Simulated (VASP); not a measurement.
## HfN: single point with LDA

HfN:

```
CELL_PARAMETERS angstrom
3.13391 0.00000 0.00000
-1.56695 2.71404 0.00000
0.00000 0.00000 5.41677
ATOMIC_POSITIONS crystal
Hf 0.66667 0.33333 0.75000
Hf 0.33333 0.66667 0.25000
N 0.00000 0.00000 0.00000
N 0.00000 0.00000 0.50000
```

```yaml
Program: VASP 6.6.1
Task: single point
Functional: LDA
Potentials_or_basis: VASP PAW LDA potentials, release 64 (Hf_pv, N)
Cutoff: 520 eV
k_mesh: 8 × 8 × 4
Occupations: methfessel-paxton, width 0.1 eV
Spin: no spin polarisation
```

```
Pressure               : -9.8 GPa
Band gap on the k mesh : zero (band 15 reaches 9.60 eV, above the bottom of band 16 at 7.32 eV)
```

Levels at points of the mesh, in eV from the Fermi level:
```csv
k point,band 12,band 13,band 14,band 15,band 16,band 17,band 18,band 19
"(0.00, 0.00, 0.00)",-3.40,-3.40,-1.52,-0.49,0.84,0.84,1.37,1.95
"(0.50, 0.00, 0.00)",-5.30,-3.04,-2.62,-2.22,2.62,2.94,4.57,4.76
"(0.00, 0.00, 0.50)",-4.20,-4.20,-4.20,2.00,2.00,3.02,3.02,3.02
"(0.50, 0.00, 0.50)",-5.28,-4.28,-4.28,-0.07,-0.07,4.88,4.88,4.91
```

Wall time 38 s on 1 thread of AMD EPYC 7R13 (shared host), peak memory 0.13 GiB.

Caveat: spin-orbit coupling is left out, which moves the levels of the heavy elements.
